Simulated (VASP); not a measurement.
# Nb3As4 (P-43m) in VASP: notebook

Runs on Nb3As4. Level: PBE. Tasks: single point, relaxation of cell and atoms.

All numbers are computed with VASP 6.6.1; they aren't measurements. Logs are shortened: lines on timing, memory, paths and dates and some standing lists are left out, and cuts for length are marked.

## Step 1: The cell of the first run

Symmetry: P-43m, No. 215, cubic system. Conventional cell: a = 5.351 Å, b = 5.351 Å, c = 5.351 Å, α = 90.00°, β = 90.00°, γ = 90.00°. Nb (site symmetry -42m) has 4 As at 2.42 Å within 3.2 Å. Within 3.2 Å of As (site symmetry 3m) lie 3 Nb at 2.42 Å.

The cell was built from a structure type or drawn by symmetry, and may not be a known phase.

## Step 2: Single point, PBE

The input, INCAR:

```
ALGO = Normal
EDIFF = 1E-6
ENCUT = 520
GGA = PE
ISIF = 2
ISMEAR = 0
LASPH = T
LCHARG = T
LELF = T
LREAL = F
LVHAR = T
LWAVE = F
NBANDS = 38
NELM = 80
PREC = Accurate
SIGMA = 0.1
```

The input, KPOINTS:

```
k-points
0
Gamma
  4 4 4
```

The input, POSCAR:

```
Nb3As4
1.0
    5.3510992200      0.0000000000      0.0000000000
    0.0000000000      5.3510992200      0.0000000000
    0.0000000000      0.0000000000      5.3510992200
Nb As
3 4
Direct
    0.0000000000      0.0000000000      0.5000000000
    0.5000000000      0.0000000000      0.0000000000
    0.0000000000      0.5000000000      0.0000000000
    0.7206873300      0.7206873300      0.7206873300
    0.2793126700      0.2793126700      0.7206873300
    0.2793126700      0.7206873300      0.2793126700
    0.7206873300      0.2793126700      0.2793126700
```

Potentials or basis: VASP PAW PBE potentials, release 64 (Nb_sv, As).

Run with:

```bash
$ cat potpaw_PBE.64/Nb_sv/POTCAR potpaw_PBE.64/As/POTCAR > POTCAR
$ mpirun -np 1 vasp_std > vasp.out
```

OUTCAR:

```text
EDIFF = 1E-6
   ENCUT = 520
   GGA = PE
   ISIF = 2
   ISMEAR = 0
   LASPH = T
   LREAL = F
   NELM = 80
   PREC = Accurate

 ion  position               nearest neighbor table
   1  0.000  0.000  0.500-   4 2.42   5 2.42   6 2.42   7 2.42
   2  0.500  0.000  0.000-   4 2.42   5 2.42   6 2.42   7 2.42
   3  0.000  0.500  0.000-   4 2.42   5 2.42   6 2.42   7 2.42
   4  0.721  0.721  0.721-   1 2.42   2 2.42   3 2.42
   5  0.279  0.279  0.721-   1 2.42   2 2.42   3 2.42
   6  0.279  0.721  0.279-   1 2.42   2 2.42   3 2.42
   7  0.721  0.279  0.279-   1 2.42   2 2.42   3 2.42

  LATTYP: Found a simple cubic cell.
 ALAT       =     5.3510992200

  Lattice vectors:

 A1 = (   5.3510992200,   0.0000000000,   0.0000000000)
 A2 = (   0.0000000000,   5.3510992200,   0.0000000000)
 A3 = (   0.0000000000,   0.0000000000,   5.3510992200)

Analysis of symmetry for initial positions (statically):
=====================================================================
 Subroutine PRICEL returns:
 Original cell was already a primitive cell.

 Routine SETGRP: Setting up the symmetry group for a
 simple cubic supercell.

 Subroutine GETGRP returns: Found 24 space group operations
 (whereof 24 operations were pure point group operations)
 out of a pool of 48 trial point group operations.

The static configuration has the point symmetry T_d .

Analysis of symmetry for dynamics (positions and initial velocities):
=====================================================================
 Subroutine PRICEL returns:
 Original cell was already a primitive cell.

 Routine SETGRP: Setting up the symmetry group for a
 simple cubic supercell.

 Subroutine GETGRP returns: Found 24 space group operations
 (whereof 24 operations were pure point group operations)
 out of a pool of 48 trial point group operations.

The dynamic configuration has the point symmetry T_d .

 Subroutine INISYM returns: Found 24 space group operations
 (whereof 24 operations are pure point group operations),
 and found     1 'primitive' translations

----------------------------------------------------------------------------------------

                                     Primitive cell

  volume of cell :     153.2248

  direct lattice vectors                    reciprocal lattice vectors
     5.351099220  0.000000000  0.000000000     0.186877492  0.000000000  0.000000000
[... 84 lines left out ...]
   NSW    =      0    number of steps for IOM
   IBRION =     -1    ionic relax: 0-MD 1-quasi-New 2-CG
   NFREE  =      0    steps in history (QN), initial steepest desc. (CG)
   ISIF   =      2    stress and relaxation
   ISYM   =      2    0-nonsym 1-usesym 2-fastsym
   POTIM  = 0.5000    time-step for ionic-motion
   TEBEG  =    0.0;   TEEND  =   0.0 temperature during run
   PSTRESS=    0.0 pullay stress
   NELECT =      59.0000    total number of electrons
   NUPDOWN=      -1.0000    fix difference up-down
   EMIN   =  10.00;   EMAX   =-10.00  energy-range for DOS
   EFERMI =   0.00;   METHOD = LEGACY
   ISMEAR =     0;   SIGMA  =   0.10  broadening in eV -4-tet -1-fermi 0-gaus
   EFERMI_NEDOS =   21; number of points for ismear=-14 and -15
   IALGO  =     38    algorithm
   IMIX   =      4    mixing-type and parameters
     AMIX     =   0.40;   BMIX     =  1.00
     AMIX_MAG =   1.60;   BMIX_MAG =  1.00
  volume/ion in A,a.u.               =      21.89       147.72
  Fermi-wavevector in a.u.,A,eV,Ry     =   1.191011  2.250685 19.299967  1.418508
  Thomas-Fermi vector in A             =   2.327083
   LORBIT       =      0    0 simple, 1 ext, 2 COOP (PROOUT), +10 PAW based schemes
   GGA     = PE    functional components
   LHFCALC =     F    Hartree Fock is set to
   AEXX    =    0.0000 exact exchange contribution
   IVDW    =     0    specifies the selected vdW correction
   LEPSILON=     F    determine dielectric tensor
   LRPA    =     F    only Hartree local field effects (RPA)
 non-spin polarized calculation
 Gauss-broadening in eV      SIGMA  =   0.10
  energy-cutoff  :      520.00
  volume of cell :      153.22
 maximum number of plane-waves:      4224
 NGX is ok and might be reduce to    40
   NGX = 19   NGY = 19   NGZ = 19

 number of electron      58.9999993 magnetization

 Free energy of the ion-electron system (eV)
  ---------------------------------------------------
  ext. energy  EPLUGINS =         0.00000000
  ---------------------------------------------------
  free energy    TOTEN  =       -47.19999763 eV

  energy without entropy =      -47.17385754  energy(sigma->0) =      -47.18692759

 E-fermi :   6.4492     XC(G=0): -10.4068

 val. band max:        6.4315855886   @ k =   0.5000   0.2500   0.0000
 cond. band min:       6.4662679046   @ k =   0.5000   0.2500   0.2500
 fundamental gap:      0.0346823160
 Fermi energy:         6.4491910117

 k-point     1 :       0.0000    0.0000    0.0000
  band No.  band energies     occupation
      1     -48.6967      2.00000
      2     -48.6847      2.00000
      3     -48.6847      2.00000
      4     -24.9076      2.00000
      5     -24.9076      2.00000
      6     -24.9076      2.00000
[... 399 lines left out ...]
     37       9.5962      0.00000
     38       9.5964      0.00000

------------------------ aborting loop because EDIFF is reached ----------------------------------------

  FORCE on cell =-STRESS in cart. coord.  units (eV):
  Direction    XX          YY          ZZ          XY          YZ          ZX
  --------------------------------------------------------------------------------------
  -------------------------------------------------------------------------------------
  Total       11.1911500     11.1911500     11.1911500      0.0000000      0.0000000     -0.0000000
  in kB      117.0189740    117.0189740    117.0189740      0.0000000      0.0000000     -0.0000000
  external PRESSURE =     117.0189740 kB  Pullay stress =       0.0000000 kB

 VOLUME and BASIS-vectors are now :
 -----------------------------------------------------------------------------
  energy-cutoff  :      520.00
  volume of cell :      153.22
      direct lattice vectors                 reciprocal lattice vectors
     5.351099220  0.000000000  0.000000000     0.186877492  0.000000000  0.000000000
     0.000000000  5.351099220  0.000000000     0.000000000  0.186877492  0.000000000
     0.000000000  0.000000000  5.351099220     0.000000000  0.000000000  0.186877492

 POSITION                                       TOTAL-FORCE (eV/Angst)
 -----------------------------------------------------------------------------------
      0.00000      0.00000      2.67555         0.000000      0.000000     -0.000000
      2.67555      0.00000      0.00000        -0.000000      0.000000     -0.000000
      0.00000      2.67555      0.00000        -0.000000      0.000000     -0.000000
      3.85647      3.85647      3.85647        -0.746669     -0.746669     -0.746669
      1.49463      1.49463      3.85647         0.746669      0.746669     -0.746669
      1.49463      3.85647      1.49463         0.746669     -0.746669      0.746669
      3.85647      1.49463      1.49463        -0.746669      0.746669      0.746669
 -----------------------------------------------------------------------------------
    total drift:                               -0.000000     -0.000000     -0.000000

  FREE ENERGIE OF THE ION-ELECTRON SYSTEM (eV)
  ---------------------------------------------------
  free  energy   TOTEN  =       -47.1999976271 eV

  energy  without entropy=      -47.1738575436  energy(sigma->0) =      -47.18692759
```

It took 43 s on 1 thread of Intel Xeon 6975P-C (Granite Rapids), shared host; peak memory 0.25 GiB.

Results:

| Property | Result |
| --- | --- |
| Free energy | -47.2000 eV |
| Pressure | 11.7 GPa |
| Largest force | 1.293 eV/Å |
| Band gap on the k mesh | zero (an odd number of electrons rules out a gap without spin polarisation) |

Forces in eV/Å, atoms in the order of the input:
```
Nb   0.000  0.000  0.000
Nb   0.000  0.000  0.000
Nb   0.000  0.000  0.000
As  -0.747 -0.747 -0.747
As   0.747  0.747 -0.747
As   0.747 -0.747  0.747
As  -0.747  0.747  0.747
```

Levels at points of the mesh, in eV from the Fermi level:
```tsv
k point	band 25	band 26	band 27	band 28	band 29	band 30	band 31	band 32	band 33	band 34
(0.00, 0.00, 0.00)	-2.02	-1.16	-1.16	-1.16	0.07	0.49	0.49	0.51	0.51	0.51
(0.50, 0.00, 0.00)	-1.74	-1.74	-1.42	-1.42	-0.74	-0.22	-0.07	-0.07	0.77	0.79
(0.50, 0.50, 0.00)	-2.25	-1.93	-1.33	-1.33	-0.18	0.40	0.40	0.58	1.18	1.18
(0.50, 0.50, 0.50)	-2.63	-1.80	-1.80	-1.80	0.39	0.95	0.95	0.95	1.41	1.41
```

Caveat: the cell stands under pressure; forces of over 1 eV/Å act on the atoms, so gaps and moduli don't describe the material at rest.

## Step 3: Single point, PBE

This run uses another cell than the first one, of 24.04 Å³/atom.

The input, INCAR:

```
SYSTEM = Nb3As4
PREC = Accurate
ENCUT = 520
EDIFF = 1E-6
ISMEAR = 0
SIGMA = 0.1
LREAL = .False.
LASPH = .True.
NELM = 100
ALGO = Normal
ISIF = 2
LWAVE = .False.
LCHARG = .True.
GGA = PE
LELF = .True.
LVHAR = .True.
NBANDS = 38
```

The input, KPOINTS:

```
Automatic mesh
0
Gamma
  4 4 4
  0 0 0
```

The input, POSCAR:

```
Nb3As4
1.0
    5.5211758565      0.0000000000      0.0000000000
    0.0000000000      5.5211758565      0.0000000000
    0.0000000000      0.0000000000      5.5211758565
Nb As
3 4
Direct
    0.0000000000      0.0000000000      0.5000000000
    0.5000000000      0.0000000000      0.0000000000
    0.0000000000      0.5000000000      0.0000000000
    0.7177323697      0.7177323697      0.7177323697
    0.2822676303      0.2822676303      0.7177323697
    0.2822676303      0.7177323697      0.2822676303
    0.7177323697      0.2822676303      0.2822676303
```

Potentials or basis: VASP PAW PBE potentials, release 64 (Nb_sv, As).

Run with:

```bash
$ cat potpaw_PBE.64/Nb_sv/POTCAR potpaw_PBE.64/As/POTCAR > POTCAR
$ mpirun -np 1 vasp_std > vasp.out
```

It took 56 s on 1 thread of Intel Xeon 6975P-C (Granite Rapids), shared host; peak memory 0.28 GiB.

The run converged. Its results:

```
Free energy            : -47.7824 eV
Pressure               : 0.1 GPa
Largest force          : 0.010 eV/Å
Band gap on the k mesh : zero (an odd number of electrons rules out a gap without spin polarisation)
```

Forces in eV/Å, atoms in the order of the input:
```
Nb   0.000  0.000  0.000
Nb   0.000  0.000  0.000
Nb   0.000  0.000  0.000
As  -0.006 -0.006 -0.006
As   0.006  0.006 -0.006
As   0.006 -0.006  0.006
As  -0.006  0.006  0.006
```

Levels at points of the mesh, in eV from the Fermi level:
```
           k point  band 26  band 27  band 28  band 29  band 30  band 31  band 32  band 33
(0.00, 0.00, 0.00)    -1.18    -1.18    -1.18     0.00     0.41     0.41     0.54     0.54
(0.50, 0.00, 0.00)    -1.61    -1.34    -1.34    -0.61    -0.15    -0.11    -0.11     0.67
(0.50, 0.50, 0.00)    -1.78    -1.24    -1.24    -0.12     0.30     0.30     0.52     1.01
(0.50, 0.50, 0.50)    -1.64    -1.64    -1.64     0.34     0.83     0.83     0.83     1.22
```

## Step 4: Single point, PBE

This run uses another cell than the first one, of 24.19 Å³/atom.

The input, INCAR:

```
ALGO = Normal ; EDIFF = 1E-7
ENCUT = 520 ; GGA = PE
ISIF = 2 ; ISMEAR = 0
LASPH = True ; LCHARG = False
LREAL = False ; LWAVE = False
NBANDS = 38 ; NELM = 100
PREC = Accurate ; SIGMA = 0.1
```

The input, KPOINTS:

```
k-points
0
Gamma
  8 8 8
```

The input, POSCAR:

```
Nb3As4
1.0
    5.5325005649      0.0000000000      0.0000000000
    0.0000000000      5.5325005649      0.0000000000
    0.0000000000      0.0000000000      5.5325005649
Nb As
3 4
Direct
    0.0000000000      0.0000000000      0.5000000000
    0.5000000000      0.0000000000      0.0000000000
    0.0000000000      0.5000000000      0.0000000000
    0.7190239548      0.7190239548      0.7190239548
    0.2809760452      0.2809760452      0.7190239548
    0.2809760452      0.7190239548      0.2809760452
    0.7190239548      0.2809760452      0.2809760452
```

Run with:

```bash
$ cat potpaw_PBE.64/Nb_sv/POTCAR potpaw_PBE.64/As/POTCAR > POTCAR
$ mpirun -np 1 vasp_std > vasp.out
```

Run time: 3.2 min. Hardware: 1 thread of Intel Xeon 6975P-C (Granite Rapids), shared host; peak memory 0.37 GiB.

Results (log left out):

- Free energy: -47.7346 eV
- Pressure: 0.0 GPa
- Largest force: 0.010 eV/Å
- Band gap on the k mesh: zero (an odd number of electrons rules out a gap without spin polarisation)

Forces on the atoms (eV/Å):
```
Nb   0.000  0.000  0.000
Nb   0.000  0.000  0.000
Nb   0.000  0.000  0.000
As  -0.006 -0.006 -0.006
As   0.006  0.006 -0.006
As   0.006 -0.006  0.006
As  -0.006  0.006  0.006
```

Levels at points of the mesh, in eV from the Fermi level:
| k point | band 27 | band 28 | band 29 | band 30 | band 31 | band 32 |
| --- | --- | --- | --- | --- | --- | --- |
| (0.00, 0.00, 0.00) | -1.21 | -1.21 | 0.07 | 0.40 | 0.40 | 0.52 |
| (0.50, 0.00, 0.00) | -1.34 | -1.34 | -0.60 | -0.16 | -0.11 | -0.11 |
| (0.50, 0.50, 0.00) | -1.26 | -1.26 | -0.13 | 0.29 | 0.29 | 0.55 |
| (0.50, 0.50, 0.50) | -1.65 | -1.65 | 0.37 | 0.81 | 0.81 | 0.81 |

(Part 1 of 3 ends here.)
